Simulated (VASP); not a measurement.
# BaTe (Fm-3m) in VASP: notebook

BaTe is run at these levels: r2SCAN; tasks: single point.

Program: VASP 6.6.1. These are calculated values, not measurements. Logs are shortened: lines on timing, memory, paths and dates and some standing lists are left out, and cuts for length are marked.

## Step 1: The cell of the first run

The structure is cubic, space group Fm-3m (No. 225). The conventional cell has a = 6.993 Å, b = 6.993 Å, c = 6.993 Å, α = 90.00°, β = 90.00°, γ = 90.00°. Within 4.6 Å of Ba (site symmetry m-3m) lie 6 Te at 3.50 Å. Te (site symmetry m-3m) has 6 Ba at 3.50 Å within 4.6 Å.

## Step 2: Single point, r2SCAN (volume changed by -3%)

File POSCAR:

```
BaTe
1.0
    0.0000000000      3.4966961764      3.4966961764
    3.4966961764      0.0000000000      3.4966961764
    3.4966961764      3.4966961764      0.0000000000
Ba Te
1 1
Direct
    0.0000000000      0.0000000000      0.0000000000
    0.5000000000      0.5000000000      0.5000000000
```

File INCAR.step1:

```
SYSTEM = BaTe
ALGO = Normal
EDIFF = 1E-4
ENCUT = 520
GGA = PE
ISMEAR = 0
LASPH = .TRUE.
LCHARG = .FALSE.
LREAL = .FALSE.
LWAVE = .TRUE.
NBANDS = 15
NELM = 100
PREC = Accurate
SIGMA = 0.01
```

File INCAR.step2:

```
SYSTEM = BaTe
ALGO = Normal
EDIFF = 1E-6
ENCUT = 520
ISIF = 2
ISMEAR = 0
ISTART = 1
LASPH = .TRUE.
LCHARG = .FALSE.
LMIXTAU = .TRUE.
LREAL = .FALSE.
LWAVE = .FALSE.
METAGGA = R2SCAN
NBANDS = 15
NELM = 100
PREC = Accurate
SIGMA = 0.01
```

File KPOINTS:

```
k-points
0
G
  6 6 6
  0 0 0
```

Potentials or basis: VASP PAW PBE potentials, release 64 (Ba_sv, Te).

Command:

```
$ cat potpaw_PBE.64/Ba_sv/POTCAR potpaw_PBE.64/Te/POTCAR > POTCAR
$ cp INCAR.step1 INCAR
$ mpirun -np 1 vasp_std > vasp.out
$ cp INCAR.step2 INCAR
$ mpirun -np 1 vasp_std > vasp.out
```

OUTCAR:

```text
SYSTEM = BaTe
   EDIFF = 1E-6
   ENCUT = 520
   ISIF = 2
   ISMEAR = 0
   ISTART = 1
   LASPH = .TRUE.
   LREAL = .FALSE.
   METAGGA = R2SCAN
   NELM = 100
   PREC = Accurate

 ion  position               nearest neighbor table
   1  0.000  0.000  0.000-   2 3.50   2 3.50   2 3.50   2 3.50   2 3.50   2 3.50
   2  0.500  0.500  0.500-   1 3.50   1 3.50   1 3.50   1 3.50   1 3.50   1 3.50

  LATTYP: Found a face centered cubic cell.
 ALAT       =     6.9933923528

  Lattice vectors:

 A1 = (   0.0000000000,   3.4966961764,   3.4966961764)
 A2 = (   3.4966961764,   0.0000000000,   3.4966961764)
 A3 = (   3.4966961764,   3.4966961764,   0.0000000000)

Analysis of symmetry for initial positions (statically):
=====================================================================
 Subroutine PRICEL returns:
 Original cell was already a primitive cell.

 Routine SETGRP: Setting up the symmetry group for a
 face centered cubic supercell.

 Subroutine GETGRP returns: Found 48 space group operations
 (whereof 48 operations were pure point group operations)
 out of a pool of 48 trial point group operations.

The static configuration has the point symmetry O_h .

Analysis of symmetry for dynamics (positions and initial velocities):
=====================================================================
 Subroutine PRICEL returns:
 Original cell was already a primitive cell.

 Routine SETGRP: Setting up the symmetry group for a
 face centered cubic supercell.

 Subroutine GETGRP returns: Found 48 space group operations
 (whereof 48 operations were pure point group operations)
 out of a pool of 48 trial point group operations.

The dynamic configuration has the point symmetry O_h .

 Subroutine INISYM returns: Found 48 space group operations
 (whereof 48 operations are pure point group operations),
 and found     1 'primitive' translations

----------------------------------------------------------------------------------------

                                     Primitive cell

  volume of cell :      85.5074

  direct lattice vectors                    reciprocal lattice vectors
     0.000000000  3.496696176  3.496696176    -0.142992120  0.142992120  0.142992120
     3.496696176  0.000000000  3.496696176     0.142992120 -0.142992120  0.142992120
     3.496696176  3.496696176  0.000000000     0.142992120  0.142992120 -0.142992120

  length of vectors
     4.945075156  4.945075156  4.945075156     0.247669617  0.247669617  0.247669617

  position of ions in fractional coordinates (direct lattice)
[... 82 lines left out ...]
   NUPDOWN=      -1.0000    fix difference up-down
   EMIN   =  10.00;   EMAX   =-10.00  energy-range for DOS
   EFERMI =   0.00;   METHOD = LEGACY
   ISMEAR =     0;   SIGMA  =   0.01  broadening in eV -4-tet -1-fermi 0-gaus
   EFERMI_NEDOS =   21; number of points for ismear=-14 and -15
   IALGO  =     38    algorithm
   IMIX   =      4    mixing-type and parameters
     AMIX     =   0.40;   BMIX     =  1.00
     AMIX_MAG =   1.60;   BMIX_MAG =  1.00
  volume/ion in A,a.u.               =      42.75       288.52
  Fermi-wavevector in a.u.,A,eV,Ry     =   0.936369  1.769480 11.929405  0.876787
  Thomas-Fermi vector in A             =   2.063371
   LORBIT       =      0    0 simple, 1 ext, 2 COOP (PROOUT), +10 PAW based schemes
   METAGGA = R2SCAN    functional components
   LHFCALC =     F    Hartree Fock is set to
   AEXX    =    0.0000 exact exchange contribution
   IVDW    =     0    specifies the selected vdW correction
   LEPSILON=     F    determine dielectric tensor
   LRPA    =     F    only Hartree local field effects (RPA)
 non-spin polarized calculation
 Gauss-broadening in eV      SIGMA  =   0.01
  energy-cutoff  :      520.00
  volume of cell :       85.51
 maximum number of plane-waves:      2332
 NGX is ok and might be reduce to    40
   NGX = 19   NGY = 19   NGZ = 19

 number of electron      15.9999999 magnetization

 Free energy of the ion-electron system (eV)
  ---------------------------------------------------
  ext. energy  EPLUGINS =         0.00000000
  ---------------------------------------------------
  free energy    TOTEN  =       -56.01516991 eV

  energy without entropy =      -56.01516991  energy(sigma->0) =      -56.01516991

 E-fermi :   2.1587     XC(G=0):  -8.6421

 val. band max:        2.0838577543   @ k =   0.0000   0.0000   0.0000
 cond. band min:       3.9508894331   @ k =   0.5000   0.5000   0.0000
 fundamental gap:      1.8670316789
 Fermi energy:         2.1586601306

 k-point     1 :       0.0000    0.0000    0.0000
  band No.  band energies     occupation
      1     -25.7180      2.00000
      2     -10.4479      2.00000
      3     -10.4479      2.00000
      4     -10.4479      2.00000
      5      -7.7379      2.00000
      6       2.0839      2.00000
      7       2.0839      2.00000
      8       2.0839      2.00000
      9       5.4244      0.00000
     10       5.4244      0.00000
     11       5.4244      0.00000
     12       5.6834      0.00000
     13       6.1132      0.00000
     14       6.1132      0.00000
[... 257 lines left out ...]
      2     -10.6291      2.00000
      3     -10.5893      2.00000
      4     -10.5654      2.00000
      5      -7.3568      2.00000
      6       1.0037      2.00000
      7       1.0122      2.00000
      8       1.3348      2.00000
      9       5.0124      0.00000
     10       7.1032      0.00000
     11       7.3911      0.00000
     12       8.0071      0.00000
     13       8.3706      0.00000
     14       9.2757      0.00000
     15      10.8025      0.00000

------------------------ aborting loop because EDIFF is reached ----------------------------------------

  FORCE on cell =-STRESS in cart. coord.  units (eV):
  Direction    XX          YY          ZZ          XY          YZ          ZX
  --------------------------------------------------------------------------------------
  -------------------------------------------------------------------------------------
  Total        0.7093741      0.7093741      0.7093741      0.0000000      0.0000000      0.0000000
  in kB       13.2917510     13.2917510     13.2917510      0.0000000      0.0000000      0.0000000
  external PRESSURE =      13.2917510 kB  Pullay stress =       0.0000000 kB

 VOLUME and BASIS-vectors are now :
 -----------------------------------------------------------------------------
  energy-cutoff  :      520.00
  volume of cell :       85.51
      direct lattice vectors                 reciprocal lattice vectors
     0.000000000  3.496696176  3.496696176    -0.142992120  0.142992120  0.142992120
     3.496696176  0.000000000  3.496696176     0.142992120 -0.142992120  0.142992120
     3.496696176  3.496696176  0.000000000     0.142992120  0.142992120 -0.142992120

 POSITION                                       TOTAL-FORCE (eV/Angst)
 -----------------------------------------------------------------------------------
      0.00000      0.00000      0.00000         0.000000      0.000000     -0.000000
      3.49670      3.49670      3.49670        -0.000000     -0.000000      0.000000
 -----------------------------------------------------------------------------------
    total drift:                                0.000000     -0.000000     -0.000000

  FREE ENERGIE OF THE ION-ELECTRON SYSTEM (eV)
  ---------------------------------------------------
  free  energy   TOTEN  =       -56.0151699139 eV

  energy  without entropy=      -56.0151699139  energy(sigma->0) =      -56.01516991
```

OUTCAR.step1:

```text
SYSTEM = BaTe
   EDIFF = 1E-4
   ENCUT = 520
   GGA = PE
   ISMEAR = 0
   LASPH = .TRUE.
   LREAL = .FALSE.
[... 498 lines left out ...]
      0.00000      0.00000      0.00000         0.000000     -0.000000      0.000000
      3.49670      3.49670      3.49670        -0.000000      0.000000     -0.000000
 -----------------------------------------------------------------------------------
    total drift:                                0.000000     -0.000000     -0.000000

  FREE ENERGIE OF THE ION-ELECTRON SYSTEM (eV)
  ---------------------------------------------------
  free  energy   TOTEN  =        -8.6154255422 eV

  energy  without entropy=       -8.6154255422  energy(sigma->0) =       -8.61542554
```

Wall time 2 min (1 thread of Intel Xeon 6975P-C, shared host); peak memory 0.26 GiB.

What came out:

* Free energy: -56.0152 eV
* Pressure: 1.3 GPa
* Band gap on the k mesh: 1.87 eV, indirect (least direct gap 2.26 eV)

Caveat: the cell differs from its parent crystal (volume changed by -3%); the PAW data sets were made with another functional, which shifts forces and pressure a little; spin-orbit coupling is left out, which moves the levels of the heavy elements. A k mesh can miss the band edges.

## Step 3: Single point, r2SCAN

This run uses another cell than the first one, of 44.08 Å³/atom, 1.031 times its volume.

File POSCAR:

```
BaTe
1.0
    0.0000000000      3.5323792142      3.5323792142
    3.5323792142      0.0000000000      3.5323792142
    3.5323792142      3.5323792142      0.0000000000
Ba Te
1 1
Direct
    0.0000000000      0.0000000000      0.0000000000
    0.5000000000      0.5000000000      0.5000000000
```

File INCAR.step1:

```
SYSTEM = BaTe
PREC = Accurate
ENCUT = 520
ISMEAR = 0
SIGMA = 0.01
LREAL = .FALSE.
LASPH = .TRUE.
NELM = 60
NBANDS = 15
GGA = PE
ALGO = Normal
EDIFF = 1E-4
LWAVE = .TRUE.
LCHARG = .FALSE.
```

File INCAR.step2:

```
SYSTEM = BaTe
PREC = Accurate
ENCUT = 520
EDIFF = 1E-7
ISMEAR = 0
SIGMA = 0.01
LREAL = .FALSE.
LASPH = .TRUE.
NELM = 60
ALGO = Normal
ISIF = 2
LWAVE = .FALSE.
LCHARG = .FALSE.
METAGGA = R2SCAN
LMIXTAU = .TRUE.
NBANDS = 15
ISTART = 1
```

File KPOINTS:

```
Automatic mesh
0
G
  6 6 6
  0 0 0
```

Potentials or basis: VASP PAW PBE potentials, release 64 (Ba_sv, Te).

Command:

```
$ cat potpaw_PBE.64/Ba_sv/POTCAR potpaw_PBE.64/Te/POTCAR > POTCAR
$ cp INCAR.step1 INCAR
$ mpirun -np 1 vasp_std > vasp.out
$ cp INCAR.step2 INCAR
$ mpirun -np 1 vasp_std > vasp.out
```

OUTCAR:

```text
SYSTEM = BaTe
   PREC = Accurate
   ENCUT = 520
   EDIFF = 1E-7
   ISMEAR = 0
   LREAL = .FALSE.
   LASPH = .TRUE.
   NELM = 60
   ISIF = 2
   METAGGA = R2SCAN
   ISTART = 1

 ion  position               nearest neighbor table
   1  0.000  0.000  0.000-   2 3.53   2 3.53   2 3.53   2 3.53   2 3.53   2 3.53
   2  0.500  0.500  0.500-   1 3.53   1 3.53   1 3.53   1 3.53   1 3.53   1 3.53

  LATTYP: Found a face centered cubic cell.
 ALAT       =     7.0647584284

  Lattice vectors:

 A1 = (   0.0000000000,   3.5323792142,   3.5323792142)
 A2 = (   3.5323792142,   0.0000000000,   3.5323792142)
 A3 = (   3.5323792142,   3.5323792142,   0.0000000000)

Analysis of symmetry for initial positions (statically):
=====================================================================
 Subroutine PRICEL returns:
 Original cell was already a primitive cell.

 Routine SETGRP: Setting up the symmetry group for a
 face centered cubic supercell.

 Subroutine GETGRP returns: Found 48 space group operations
 (whereof 48 operations were pure point group operations)
 out of a pool of 48 trial point group operations.

The static configuration has the point symmetry O_h .

Analysis of symmetry for dynamics (positions and initial velocities):
=====================================================================
 Subroutine PRICEL returns:
 Original cell was already a primitive cell.

 Routine SETGRP: Setting up the symmetry group for a
 face centered cubic supercell.

 Subroutine GETGRP returns: Found 48 space group operations
 (whereof 48 operations were pure point group operations)
 out of a pool of 48 trial point group operations.

The dynamic configuration has the point symmetry O_h .

 Subroutine INISYM returns: Found 48 space group operations
 (whereof 48 operations are pure point group operations),
 and found     1 'primitive' translations

----------------------------------------------------------------------------------------

                                     Primitive cell

  volume of cell :      88.1520
[... 110 lines left out ...]
   LRPA    =     F    only Hartree local field effects (RPA)
 non-spin polarized calculation
 Gauss-broadening in eV      SIGMA  =   0.01
  energy-cutoff  :      520.00
  volume of cell :       88.15
 maximum number of plane-waves:      2421
 NGX is ok and might be reduce to    40
   NGX = 19   NGY = 19   NGZ = 19

 number of electron      16.0000000 magnetization

 Free energy of the ion-electron system (eV)
  ---------------------------------------------------
  ext. energy  EPLUGINS =         0.00000000
  ---------------------------------------------------
  free energy    TOTEN  =       -56.02839315 eV

  energy without entropy =      -56.02839315  energy(sigma->0) =      -56.02839315

 E-fermi :   1.9673     XC(G=0):  -8.5140

 val. band max:        1.8932780461   @ k =   0.0000   0.0000   0.0000
 cond. band min:       3.8247224244   @ k =   0.5000   0.5000   0.0000
 fundamental gap:      1.9314443783
 Fermi energy:         1.9673372504

 k-point     1 :       0.0000    0.0000    0.0000
  band No.  band energies     occupation
      1     -25.9912      2.00000
      2     -10.7130      2.00000
      3     -10.7130      2.00000
      4     -10.7130      2.00000
      5      -7.8600      2.00000
      6       1.8933      2.00000
      7       1.8933      2.00000
      8       1.8933      2.00000
      9       5.2509      0.00000
     10       5.2509      0.00000
     11       5.2509      0.00000
     12       5.3618      0.00000
     13       5.9099      0.00000
     14       5.9099      0.00000
[... 257 lines left out ...]
      2     -10.8720      2.00000
      3     -10.8339      2.00000
      4     -10.8162      2.00000
      5      -7.5101      2.00000
      6       0.8367      2.00000
      7       0.8572      2.00000
      8       1.1599      2.00000
      9       4.8443      0.00000
     10       6.8626      0.00000
     11       7.1124      0.00000
     12       7.6908      0.00000
     13       8.0711      0.00000
     14       8.9077      0.00000
     15      10.4594      0.00000

------------------------ aborting loop because EDIFF is reached ----------------------------------------

  FORCE on cell =-STRESS in cart. coord.  units (eV):
  Direction    XX          YY          ZZ          XY          YZ          ZX
  --------------------------------------------------------------------------------------
  -------------------------------------------------------------------------------------
  Total        0.1626044      0.1626044      0.1626044     -0.0000000      0.0000000     -0.0000000
  in kB        2.9553633      2.9553633      2.9553633     -0.0000000      0.0000000     -0.0000000
  external PRESSURE =       2.9553633 kB  Pullay stress =       0.0000000 kB

 VOLUME and BASIS-vectors are now :
 -----------------------------------------------------------------------------
  energy-cutoff  :      520.00
  volume of cell :       88.15
      direct lattice vectors                 reciprocal lattice vectors
     0.000000000  3.532379214  3.532379214    -0.141547657  0.141547657  0.141547657
     3.532379214  0.000000000  3.532379214     0.141547657 -0.141547657  0.141547657
     3.532379214  3.532379214  0.000000000     0.141547657  0.141547657 -0.141547657

 POSITION                                       TOTAL-FORCE (eV/Angst)
 -----------------------------------------------------------------------------------
      0.00000      0.00000      0.00000         0.000000     -0.000000      0.000000
      3.53238      3.53238      3.53238        -0.000000      0.000000     -0.000000
 -----------------------------------------------------------------------------------
    total drift:                                0.000000     -0.000000     -0.000000

  FREE ENERGIE OF THE ION-ELECTRON SYSTEM (eV)
  ---------------------------------------------------
  free  energy   TOTEN  =       -56.0283931496 eV

  energy  without entropy=      -56.0283931496  energy(sigma->0) =      -56.02839315
```

OUTCAR.step1:

```text
SYSTEM = BaTe
   PREC = Accurate
   ENCUT = 520
   ISMEAR = 0
   LREAL = .FALSE.
   LASPH = .TRUE.
[... 499 lines left out ...]
      0.00000      0.00000      0.00000         0.000000      0.000000      0.000000
      3.53238      3.53238      3.53238         0.000000      0.000000      0.000000
 -----------------------------------------------------------------------------------
    total drift:                                0.000000     -0.000000     -0.000000

  FREE ENERGIE OF THE ION-ELECTRON SYSTEM (eV)
  ---------------------------------------------------
  free  energy   TOTEN  =        -8.6282292192 eV

  energy  without entropy=       -8.6282292192  energy(sigma->0) =       -8.62822922
```

It took 2.3 min on 1 thread of Intel Xeon 6975P-C, shared host; peak memory 0.26 GiB.

What came out:

```
Free energy            : -56.0284 eV
Pressure               : 0.3 GPa
Band gap on the k mesh : 1.93 eV, indirect (least direct gap 2.32 eV)
```

Levels at points of the mesh, in eV from the valence-band top:
| k point | band 5 | band 6 | band 7 | band 8 | band 9 | band 10 | band 11 | band 12 |
| --- | --- | --- | --- | --- | --- | --- | --- | --- |
| (0.00, 0.00, 0.00) | -9.75 | 0.00 | 0.00 | 0.00 | 3.36 | 3.36 | 3.36 | 3.47 |
| (0.50, 0.00, 0.00) | -9.05 | -2.15 | -1.07 | -1.07 | 4.60 | 5.19 | 5.35 | 5.35 |
| (0.50, 0.50, 0.00) | -9.54 | -1.14 | -0.39 | -0.39 | 1.93 | 4.90 | 5.23 | 6.10 |

Caveat: the PAW data sets were made with another functional, which shifts forces and pressure a little; spin-orbit coupling is left out, which moves the levels of the heavy elements.

(Part 1 of 2 ends here.)
